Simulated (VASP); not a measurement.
Input of a VASP 6.6.1 run:

INCAR

```
SYSTEM = Si4Mo2N
PREC     = Accurate       ! precision mode
ENCUT    = 520            ! plane-wave cutoff, eV
EDIFF    = 1E-6           ! SCF threshold, eV
ISMEAR   = 0              ! smearing method
SIGMA    = 0.1            ! smearing width, eV
LREAL    = .False.        ! projectors in reciprocal space
LASPH    = .True.         ! aspherical terms in the spheres
NELM     = 100            ! most SCF steps
ALGO     = Normal         ! electronic algorithm
ISIF     = 2              ! what is computed and relaxed
LWAVE    = .False.        ! write WAVECAR
LCHARG   = .True.         ! write CHGCAR
LDIPOL   = .True.       
IDIPOL   = 3            
DIPOL    = 0.5 0.5 0.356
GGA      = PE             ! functional
LELF     = .True.         ! ELF
LVHAR    = .True.       
LVACPOTAV= .True.       
NBANDS   = 34             ! bands
```

File KPOINTS:

```
regular mesh
0
Gamma
  8 8 1
  0 0 0
```

POSCAR

```
Si4Mo2N
1.0
    3.2169717406      0.0000000000      0.0000000000
    0.0000000000      3.2169717406      0.0000000000
    0.0000000000      0.0000000000     21.8787970309
Si Mo N
4 2 1
Direct
    0.0000000000      0.0000000000      0.1828254083
    0.0000000000      0.0000000000      0.3015081460
    0.5000000000      0.5000000000      0.3593659940
    0.5000000000      0.5000000000      0.4794993620
    0.5000000000      0.5000000000      0.2421667771
    0.0000000000      0.0000000000      0.4192862009
    0.5000000000      1.0000000000      0.5064790554
```

Potentials or basis: VASP PAW PBE potentials, release 64 (Si, Mo_sv, N).

The run is started by

```bash
$ cat potpaw_PBE.64/Si/POTCAR potpaw_PBE.64/Mo_sv/POTCAR potpaw_PBE.64/N/POTCAR > POTCAR
$ mpirun -np 1 vasp_std > vasp.out
```

Task: Predict the largest force.

Result: 0.597 eV/Å.

Forces in eV/Å, atoms in the order of the input:
```
Si   0.000  0.000  0.511
Si   0.000  0.000 -0.597
Si   0.000  0.000  0.134
Si   0.000  0.000  0.009
Mo   0.000  0.000 -0.071
Mo   0.000  0.000  0.003
N    0.000  0.000  0.011
```
